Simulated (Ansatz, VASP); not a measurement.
NiO: VASP beside Ansatz

```
CELL_PARAMETERS angstrom
-2.08590 -2.08590 4.17180
-4.17180 -2.08590 2.08590
-2.08590 -4.17180 2.08590
ATOMIC_POSITIONS crystal
Ni 0.00000 0.00000 0.00000
Ni 0.50000 0.50000 0.50000
O 0.25000 0.25000 0.25000
O 0.75000 0.75000 0.75000
```

Alike in both runs: functional PBE; k mesh 10 × 10 × 10; occupations gaussian, width 0.05 eV; collinear spin; Hubbard terms Ni d U = 6.2 eV.

Ansatz relaxed the structure, and its values are those at the end. VASP's run is a single point on that final structure, the one shown.

|  | VASP | Ansatz |
| --- | --- | --- |
| version | VASP 6.6.1 | Ansatz 0.2.0 |
| potentials or method | VASP PAW PBE potentials, release 64 (Ni, O), cutoff 600 eV | scalar-relativistic, plane waves, PAW |
| valence electrons in the cell | 32 | 48 |

```csv
,VASP,Ansatz,Ansatz less VASP
gap on the k mesh at the Fermi level (eV),3.45,3.16,-0.290
least direct gap on the mesh (eV),4.06,3.92,-0.133
pressure (GPa),1.2,11.6,+10.38
net moment per atom (μB),0.00,0.00,0.000
size of the moment on the site where the two differ most (μB),1.75,1.67,-0.081
```

Site moments also hang on the region over which each program counts them. The programs project onto different local orbitals, so the same U acts differently, and such runs can settle in different states. VASP's potentials hold 32 valence electrons a cell and Ansatz's 48, so a difference there can come from the potentials and not from the codes. Ansatz's warnings: anti translation declined, stress scf threshold loose.
